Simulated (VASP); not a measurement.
A run of VASP 6.6.1:

The input INCAR:

```
ALGO     = Normal         # electronic algorithm
EDIFF    = 1E-7           # SCF threshold, eV
ENCUT    = 520            # plane-wave cutoff, eV
GGA      = PE             # functional
ISIF     = 2              # what is computed and relaxed
ISMEAR   = 0              # smearing method
LASPH    = T              # aspherical terms in the spheres
LCHARG   = T              # write CHGCAR
LELF     = T              # ELF
LREAL    = Auto         
LVHAR    = T            
LWAVE    = F              # write WAVECAR
NBANDS   = 42             # bands
NELM     = 80             # most SCF steps
PREC     = Accurate       # precision mode
SIGMA    = 0.02           # smearing width, eV
```

File KPOINTS:

```
k-points
0
Gamma
  4 4 4
```

The input POSCAR:

```
BH8C2N
1.0
    6.4716202939     -0.0500747238     -0.0683783902
    2.6792627714      5.8574633839     -0.1162135293
    0.9399312273      0.6770022954      6.3781198014
B H C N
2 16 4 2
Direct
    0.4994440079      0.8853208389      0.8895343548
    0.5005559921      0.1146791611      0.1104656452
    0.7075174350      0.1338655698      0.5762378494
    0.2924825650      0.8661344302      0.4237621506
    0.8583790719      0.0196128810      0.8048641310
    0.1416209281      0.9803871190      0.1951358690
    0.7079435161      0.3212998178      0.7561199858
    0.2920564839      0.6787001822      0.2438800142
    0.2960729987      0.4878451331      0.7885741871
    0.7039270013      0.5121548669      0.2114258129
    0.1435314161      0.3085746344      0.8610307338
    0.8564685839      0.6914253656      0.1389692662
    0.2946192369      0.3009165595      0.6086213314
    0.7053807631      0.6990834405      0.3913786686
    0.3259142045      0.8864722300      0.8366691020
    0.6740857955      0.1135277700      0.1633308980
    0.6722194605      0.7464479953      0.8095621894
    0.3277805395      0.2535520047      0.1904378106
    0.7061097358      0.1538508706      0.7422405532
    0.2938902642      0.8461491294      0.2577594468
    0.2963528461      0.3195901186      0.7743852146
    0.7036471539      0.6804098814      0.2256147854
    0.5007360786      0.1368060896      0.8602687097
    0.4992639214      0.8631939104      0.1397312903
```

Potentials or basis: VASP PAW PBE potentials, release 64 (B, H, C, N).

The run is started by

```console
$ cat potpaw_PBE.64/B/POTCAR potpaw_PBE.64/H/POTCAR potpaw_PBE.64/C/POTCAR potpaw_PBE.64/N/POTCAR > POTCAR
$ mpirun -np 1 vasp_std > vasp.out
```

Hardware: 1 thread of AMD EPYC 7R43 64-Core Processor (Zen 3), on a shared host.

**Question.** How long does it take, and how much memory?

**Answer.** It took 24 min on 1 thread of AMD EPYC 7R43 64-Core Processor (Zen 3) (shared host), peak memory 0.41 GiB. Counts: scf iterations 16, k points 36.
